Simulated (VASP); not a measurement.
# Co (P6_3/mmc) in VASP: settings compared, part 2 of 3

VASP 6.6.1. The steps go on from the part before.

## Step 3: Single point, LDA, collinear spin, ferromagnetic start

This run uses another cell than the first one, of 11.12 Å³/atom.

INCAR reads:

```
ALGO = Fast
EDIFF = 1E-6
ENCUT = 520
ISIF = 2
ISMEAR = -1
ISPIN = 2
LASPH = T
LCHARG = F
LMAXMIX = 4
LORBIT = 11
LREAL = F
LWAVE = F
MAGMOM = 2 2 2 2
NBANDS = 30
NELM = 150
PREC = Accurate
SIGMA = 0.05
```

KPOINTS reads:

```
k-points
0
Gamma
  12 12 4
```

POSCAR reads:

```
Co
1.0
    2.5030729010      0.0000000000      0.0000000000
   -1.2515364506      2.1677247198      0.0000000000
    0.0000000000      0.0000000000      8.1946701348
Co
4
Direct
    0.6666666667      0.3333333333      0.7500000000
    0.0000000000      0.0000000000      0.5000000000
    0.3333333333      0.6666666667      0.2500000000
    0.0000000000      0.0000000000      0.0000000000
```

Potentials or basis: VASP PAW LDA potentials, release 64 (Co).

Command:

```console
$ cat potpaw_LDA.64/Co/POTCAR > POTCAR
$ mpirun -np 1 vasp_std > vasp.out
```

OUTCAR:

```text
EDIFF = 1E-6
   ENCUT = 520
   ISIF = 2
   ISMEAR = -1
   ISPIN = 2
   LASPH = T
   LORBIT = 11
   LREAL = F
   NELM = 150
   PREC = Accurate

 ion  position               nearest neighbor table
   1  0.667  0.333  0.750-   2 2.51   4 2.51   2 2.51   4 2.51   2 2.51   4 2.51
   2  0.000  0.000  0.500-   1 2.51   3 2.51   1 2.51   3 2.51   1 2.51   3 2.51
   3  0.333  0.667  0.250-   2 2.51   4 2.51   2 2.51   4 2.51   2 2.51   4 2.51
   4  0.000  0.000  0.000-   1 2.51   3 2.51   1 2.51   3 2.51   1 2.51   3 2.51

  LATTYP: Found a hexagonal cell.
 ALAT       =     2.5030729010
 C/A-ratio  =     3.2738439746

  Lattice vectors:

 A1 = (   2.5030729010,   0.0000000000,   0.0000000000)
 A2 = (  -1.2515364506,   2.1677247198,   0.0000000000)
 A3 = (   0.0000000000,   0.0000000000,   8.1946701348)

Analysis of symmetry for initial positions (statically):
=====================================================================
 Subroutine PRICEL returns:
 Original cell was already a primitive cell.

 Routine SETGRP: Setting up the symmetry group for a
 hexagonal supercell.

 Subroutine GETGRP returns: Found 24 space group operations
 (whereof 12 operations were pure point group operations)
 out of a pool of 24 trial point group operations.

The static configuration has the point symmetry D_3d.
 The point group associated with its full space group is D_6h.

Analysis of symmetry for dynamics (positions and initial velocities):
=====================================================================
 Subroutine PRICEL returns:
 Original cell was already a primitive cell.

 Routine SETGRP: Setting up the symmetry group for a
 hexagonal supercell.

 Subroutine GETGRP returns: Found 24 space group operations
 (whereof 12 operations were pure point group operations)
 out of a pool of 24 trial point group operations.

The dynamic configuration has the point symmetry D_3d.
 The point group associated with its full space group is D_6h.

Analysis of structural, dynamic, and magnetic symmetry:
=====================================================================
 Subroutine PRICEL returns:
 Original cell was already a primitive cell.

 Routine SETGRP: Setting up the symmetry group for a
 hexagonal supercell.

 Subroutine GETGRP returns: Found 24 space group operations
 (whereof 12 operations were pure point group operations)
 out of a pool of 24 trial point group operations.

The overall configuration has the point symmetry D_3d.
 The point group associated with its full space group is D_6h.

 Subroutine INISYM returns: Found 24 space group operations
 (whereof 12 operations are pure point group operations),
 and found     1 'primitive' translations

----------------------------------------------------------------------------------------

                                     Primitive cell

  volume of cell :      44.4641

  direct lattice vectors                    reciprocal lattice vectors
     2.503072901  0.000000000  0.000000000     0.399508939  0.230656594  0.000000000
    -1.251536451  2.167724720  0.000000000     0.000000000  0.461313187  0.000000000
     0.000000000  0.000000000  8.194670135     0.000000000  0.000000000  0.122030537

  length of vectors
     2.503072901  2.503072901  8.194670135     0.461313187  0.461313187  0.122030537

  position of ions in fractional coordinates (direct lattice)
[... 83 lines left out ...]
   EDIFF  = 0.1E-05   stopping-criterion for ELM
   LREAL  =      F    real-space projection
   EDIFFG = 0.1E-04   stopping-criterion for IOM
   NSW    =      0    number of steps for IOM
   IBRION =     -1    ionic relax: 0-MD 1-quasi-New 2-CG
   NFREE  =      0    steps in history (QN), initial steepest desc. (CG)
   ISIF   =      2    stress and relaxation
   ISYM   =      2    0-nonsym 1-usesym 2-fastsym
   POTIM  = 0.5000    time-step for ionic-motion
   TEBEG  =    0.0;   TEEND  =   0.0 temperature during run
   PSTRESS=    0.0 pullay stress
   NELECT =      36.0000    total number of electrons
   NUPDOWN=      -1.0000    fix difference up-down
   EMIN   =  10.00;   EMAX   =-10.00  energy-range for DOS
   EFERMI =   0.00;   METHOD = LEGACY
   ISMEAR =    -1;   SIGMA  =   0.05  broadening in eV -4-tet -1-fermi 0-gaus
   EFERMI_NEDOS =   21; number of points for ismear=-14 and -15
   IALGO  =     68    algorithm
   IMIX   =      4    mixing-type and parameters
     AMIX     =   0.40;   BMIX     =  1.00
     AMIX_MAG =   1.60;   BMIX_MAG =  1.00
  volume/ion in A,a.u.               =      11.12        75.01
  Fermi-wavevector in a.u.,A,eV,Ry     =   1.525829  2.883399 31.676474  2.328155
  Thomas-Fermi vector in A             =   2.633946
   LORBIT       =     11    0 simple, 1 ext, 2 COOP (PROOUT), +10 PAW based schemes
   GGA     = CA    functional components
   LHFCALC =     F    Hartree Fock is set to
   AEXX    =    0.0000 exact exchange contribution
   IVDW    =     0    specifies the selected vdW correction
   LEPSILON=     F    determine dielectric tensor
   LRPA    =     F    only Hartree local field effects (RPA)
 spin polarized calculation
 RMM-DIIS sequential band-by-band and
  energy-cutoff  :      520.00
  volume of cell :       44.46
 maximum number of plane-waves:      1218
 NGX is ok and might be reduce to    20
   NGX =  9   NGY =  9   NGZ = 31

 number of electron      36.0000021 magnetization       6.3889975

 Free energy of the ion-electron system (eV)
  ---------------------------------------------------
  ext. energy  EPLUGINS =         0.00000000
  ---------------------------------------------------
  free energy    TOTEN  =       -32.11186486 eV

  energy without entropy =      -32.07286996  energy(sigma->0) =      -32.09236741

 E-fermi :   9.6016     XC(G=0): -13.5965

 val. band max:        9.5973561500   @ k =   0.3333   0.0000   0.0000
 cond. band min:       9.6018178959   @ k =   0.0000   0.0000   0.0000
 fundamental gap:      0.0044617459
 Fermi energy:         9.6015855975

 spin component 1

 k-point     1 :       0.0000    0.0000    0.0000
  band No.  band energies     occupation
      1       0.7930      1.00000
      2       2.9626      1.00000
      3       2.9787      1.00000
      4       4.6099      1.00000
      5       6.7529      1.00000
      6       6.7864      1.00000
[... 781 lines left out ...]
     29      23.9786      0.00000
     30      24.8320      0.00000

 [... further k-points ...]

 spin component 2

 k-point     1 :       0.0000    0.0000    0.0000
  band No.  band energies     occupation
      1       0.9783      1.00000
      2       3.2087      1.00000
      3       3.2165      1.00000
      4       5.5124      1.00000
      5       8.0035      1.00000
      6       8.0410      1.00000
[... 781 lines left out ...]
     29      24.4531      0.00000
     30      25.3448      0.00000

 [... further k-points ...]

------------------------ aborting loop because EDIFF is reached ----------------------------------------

  FORCE on cell =-STRESS in cart. coord.  units (eV):
  Direction    XX          YY          ZZ          XY          YZ          ZX
  --------------------------------------------------------------------------------------
  -------------------------------------------------------------------------------------
  Total       -5.8625049     -5.8625049     -6.7613773      0.0000000      0.0000000      0.0000000
  in kB     -211.2441536   -211.2441536   -243.6333017      0.0000000      0.0000000      0.0000000
  external PRESSURE =    -222.0405363 kB  Pullay stress =       0.0000000 kB

 VOLUME and BASIS-vectors are now :
 -----------------------------------------------------------------------------
  energy-cutoff  :      520.00
  volume of cell :       44.46
      direct lattice vectors                 reciprocal lattice vectors
     2.503072901  0.000000000  0.000000000     0.399508939  0.230656594  0.000000000
    -1.251536451  2.167724720  0.000000000     0.000000000  0.461313187  0.000000000
     0.000000000  0.000000000  8.194670135     0.000000000  0.000000000  0.122030537

 POSITION                                       TOTAL-FORCE (eV/Angst)
 -----------------------------------------------------------------------------------
      1.25154      0.72257      6.14600         0.000000     -0.000000      0.000000
      0.00000      0.00000      4.09734         0.000000      0.000000     -0.000000
     -0.00000      1.44515      2.04867        -0.000000      0.000000     -0.000000
      0.00000      0.00000      0.00000         0.000000      0.000000     -0.000000
 -----------------------------------------------------------------------------------
    total drift:                                0.000000     -0.000000      0.000000

  FREE ENERGIE OF THE ION-ELECTRON SYSTEM (eV)
  ---------------------------------------------------
  free  energy   TOTEN  =       -32.1118648641 eV

  energy  without entropy=      -32.0728699619  energy(sigma->0) =      -32.09236741

 total charge

# of ion       s       p       d       tot
------------------------------------------
    1        0.480   0.497   7.258   8.235
    2        0.480   0.494   7.264   8.238
    3        0.480   0.497   7.258   8.235
    4        0.480   0.494   7.264   8.238
--------------------------------------------------
tot          1.919   1.983  29.042  32.945

 magnetization (x)

# of ion       s       p       d       tot
------------------------------------------
    1       -0.012  -0.036   1.658   1.611
    2       -0.012  -0.034   1.640   1.594
    3       -0.012  -0.036   1.658   1.611
    4       -0.012  -0.034   1.640   1.594
--------------------------------------------------
tot         -0.047  -0.140   6.596   6.409
```

OSZICAR:

```text
N       E                     dE             d eps       ncg     rms          rms(c)
DAV:   1     0.237696320070E+03    0.23770E+03   -0.15525E+04  6944   0.163E+03
DAV:   2    -0.215249312874E+02   -0.25922E+03   -0.24204E+03  6840   0.310E+02
DAV:   3    -0.365877023133E+02   -0.15063E+02   -0.14116E+02  7656   0.102E+02
DAV:   4    -0.368688167030E+02   -0.28111E+00   -0.28063E+00  8556   0.137E+01
DAV:   5    -0.368799587428E+02   -0.11142E-01   -0.11141E-01  9648   0.208E+00    0.211E+01
RMM:   6    -0.331654298197E+02    0.37145E+01   -0.29552E+01  7469   0.559E+01    0.126E+01
RMM:   7    -0.326895349192E+02    0.47589E+00   -0.44749E+00  7296   0.243E+01    0.128E+01
RMM:   8    -0.336823006505E+02   -0.99277E+00   -0.12484E+00  7438   0.106E+01    0.190E+01
RMM:   9    -0.321216333983E+02    0.15607E+01   -0.49123E-01  7415   0.728E+00    0.235E+00
RMM:  10    -0.321138279821E+02    0.78054E-02   -0.48435E-02  8366   0.138E+00    0.699E-01
RMM:  11    -0.321116350600E+02    0.21929E-02   -0.10186E-02  8707   0.634E-01    0.319E-01
RMM:  12    -0.321116854947E+02   -0.50435E-04   -0.21500E-03  9664   0.222E-01    0.158E-01
RMM:  13    -0.321118631766E+02   -0.17768E-03   -0.35973E-04  8981   0.128E-01    0.667E-02
RMM:  14    -0.321118637211E+02   -0.54451E-06   -0.14966E-04  9551   0.632E-02    0.457E-02
RMM:  15    -0.321118679889E+02   -0.42677E-05   -0.23265E-05  9531   0.250E-02    0.343E-02
RMM:  16    -0.321118643259E+02    0.36630E-05   -0.51441E-06  6957   0.153E-02    0.784E-03
RMM:  17    -0.321118648641E+02   -0.53826E-06   -0.15910E-06  4611   0.782E-03
   1 F= -.32111865E+02 E0= -.32092367E+02  d E =-.389949E-01  mag=     6.3886
```

Run time: 91 s. Hardware: 1 thread of Intel Xeon 6975P-C (Granite Rapids), shared host; peak memory 0.22 GiB.

What came out:

```
Free energy                                           : -32.1119 eV
Pressure                                              : -22.2 GPa
Net moment                                            : 6.39 μB per cell
Site moments                                          : Co +1.61, +1.59 (each value once) μB
Valence electrons inside the program's atomic spheres : Co 8.23, 8.24 (each value once)
```

Stress tensor (GPa, compression positive):
```
-21.12   0.00   0.00
  0.00 -21.12   0.00
  0.00   0.00 -24.36
```

Levels at points of the mesh, in eV from the Fermi level:
Spin up:
```tsv
k point	band 18	band 19	band 20	band 21	band 22	band 23	band 24	band 25
(0.00, 0.00, 0.00)	-1.31	-1.31	-1.02	-1.02	-0.64	-0.64	-0.24	6.01
(0.50, 0.00, 0.00)	-0.42	-0.42	-0.40	0.31	1.38	2.46	3.04	6.80
(0.00, 0.00, 0.50)	-1.45	-1.45	-1.45	-0.81	-0.81	-0.81	-0.81	8.96
(0.50, 0.00, 0.50)	-0.54	-0.43	-0.43	1.28	1.28	2.76	2.76	7.14
```
Spin down:
| k point | band 11 | band 12 | band 13 | band 14 | band 15 | band 16 | band 17 | band 18 |
| --- | --- | --- | --- | --- | --- | --- | --- | --- |
| (0.00, 0.00, 0.00) | -1.09 | -0.82 | -0.82 | -0.77 | -0.77 | -0.07 | 0.00 | 0.00 |
| (0.50, 0.00, 0.00) | -0.77 | -0.11 | -0.10 | 0.70 | 1.10 | 1.10 | 1.12 | 1.17 |
| (0.00, 0.00, 0.50) | -1.02 | -1.02 | -0.90 | -0.90 | -0.90 | -0.90 | 0.18 | 0.18 |
| (0.50, 0.00, 0.50) | -0.73 | -0.73 | -0.18 | -0.18 | 0.74 | 0.74 | 1.12 | 1.12 |

Caveat: the cell stands under tension.

## Step 4: Single point, LDA, collinear spin, ferromagnetic start

This run uses another cell than the first one, of 11.33 Å³/atom.

INCAR reads:

```
PREC = Accurate ; ENCUT = 520
EDIFF = 1E-6 ; ISMEAR = -1
SIGMA = 0.05 ; LREAL = False
LASPH = True ; NELM = 150
ALGO = Normal ; ISIF = 2
LWAVE = False ; LCHARG = True
ISPIN = 2 ; MAGMOM = 2 2 2 2
LORBIT = 11 ; LMAXMIX = 4
GGA = CA ; LELF = True
LVHAR = True ; NBANDS = 30
```

KPOINTS reads:

```
Automatic mesh
0
Gamma
  12 12 4
```

POSCAR reads:

```
Co
1.0
    2.5190164704      0.0000000000      0.0000000000
   -1.2595082352      2.1815322559      0.0000000000
    0.0000000000      0.0000000000      8.2468668932
Co
4
Direct
    0.6666666667      0.3333333333      0.7500000000
    0.0000000000      0.0000000000      0.5000000000
    0.3333333333      0.6666666667      0.2500000000
    0.0000000000      0.0000000000      0.0000000000
```

Command:

```console
$ cat potpaw_LDA.64/Co/POTCAR > POTCAR
$ mpirun -np 1 vasp_std > vasp.out
```

Wall time 92 s (1 thread of Intel Xeon 6975P-C (Granite Rapids), shared host); peak memory 0.22 GiB.

Results (log left out):

```
Free energy                                           : -31.9863 eV
Pressure                                              : -24.9 GPa
Net moment                                            : 6.49 μB per cell
Site moments                                          : Co +1.64, +1.62 (each value once) μB
Valence electrons inside the program's atomic spheres : Co 8.20
```

Stress tensor (GPa, compression positive):
```
-23.82   0.00   0.00
  0.00 -23.82   0.00
  0.00   0.00 -27.06
```

Levels at points of the mesh, in eV from the Fermi level:
Spin up:
```tsv
k point	band 18	band 19	band 20	band 21	band 22	band 23	band 24	band 25	band 26	band 27
(0.00, 0.00, 0.00)	-1.32	-1.32	-1.04	-1.04	-0.68	-0.68	-0.22	5.84	14.19	14.20
(0.50, 0.00, 0.00)	-0.46	-0.46	-0.45	0.31	1.36	2.38	2.96	6.63	6.65	10.01
(0.00, 0.00, 0.50)	-1.47	-1.47	-1.47	-0.84	-0.84	-0.84	-0.84	8.78	8.78	20.19
(0.50, 0.00, 0.50)	-0.58	-0.47	-0.47	1.23	1.23	2.69	2.69	6.98	6.98	8.89
```
Spin down:
| k point | band 10 | band 11 | band 12 | band 13 | band 14 | band 15 | band 16 | band 17 | band 18 | band 19 |
| --- | --- | --- | --- | --- | --- | --- | --- | --- | --- | --- |
| (0.00, 0.00, 0.00) | -1.04 | -1.04 | -0.78 | -0.78 | -0.73 | -0.73 | -0.06 | 0.01 | 0.01 | 0.34 |
| (0.50, 0.00, 0.00) | -1.06 | -0.74 | -0.09 | -0.08 | 0.70 | 1.08 | 1.09 | 1.11 | 1.15 | 1.21 |
| (0.00, 0.00, 0.50) | -0.97 | -0.97 | -0.97 | -0.86 | -0.86 | -0.86 | -0.86 | 0.18 | 0.18 | 0.18 |
| (0.50, 0.00, 0.50) | -0.79 | -0.71 | -0.71 | -0.16 | -0.16 | 0.73 | 0.73 | 1.11 | 1.11 | 1.21 |

Caveat: the cell stands under tension.

(Part 2 of 3 ends here.)
